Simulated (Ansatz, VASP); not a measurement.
# MgZn2S3 in VASP and in Ansatz

```
Mg Zn S
1.0
     6.77629    0.00000    0.00000
    -3.38815    5.86844    0.00000
     0.00000    0.00000    6.38231
Mg Zn S
2 4 6
Cartesian
  3.3881 1.9561 6.3727
  0.0000 3.9123 6.3727
  2.2371 0.0000 3.1925
  -1.1186 1.9374 3.1925
  2.2696 3.9311 3.1925
  0.0000 0.0000 6.3796
  0.0000 0.0000 2.3726
  3.3881 1.9561 2.4612
  0.0000 3.9123 2.4612
  2.1894 0.0000 5.5522
  -1.0947 1.8961 5.5522
  2.2934 3.9724 5.5522
```

Alike in both runs: functional PBE; k mesh 6 × 6 × 4; occupations gaussian, width 0.02 eV; no spin polarisation.

Ansatz relaxed the structure, and its values are those at the end. VASP's run is a single point on that final structure, the one shown.

|  | VASP | Ansatz |
| --- | --- | --- |
| version | VASP 6.6.1 | Ansatz 0.2.0 |
| potentials or method | VASP PAW PBE potentials, release 64 (Mg, Zn, S), cutoff 520 eV | scalar-relativistic, plane waves, PAW |
| valence electrons in the cell | 88 | 104 |

Ansatz gave:

- gap on the k mesh at the Fermi level (eV): 2.34
- least direct gap on the mesh (eV): 2.34
- pressure (GPa): 0.0
- rms of the force components (eV/Å): 0.004

Task: Which values does VASP return?

Result: gap on the k mesh at the Fermi level (eV): 2.34; least direct gap on the mesh (eV): 2.34; pressure (GPa): 0.0; rms of the force components (eV/Å): 0.009.

VASP's potentials hold 88 valence electrons a cell and Ansatz's 104, so a difference there can come from the potentials and not from the codes.
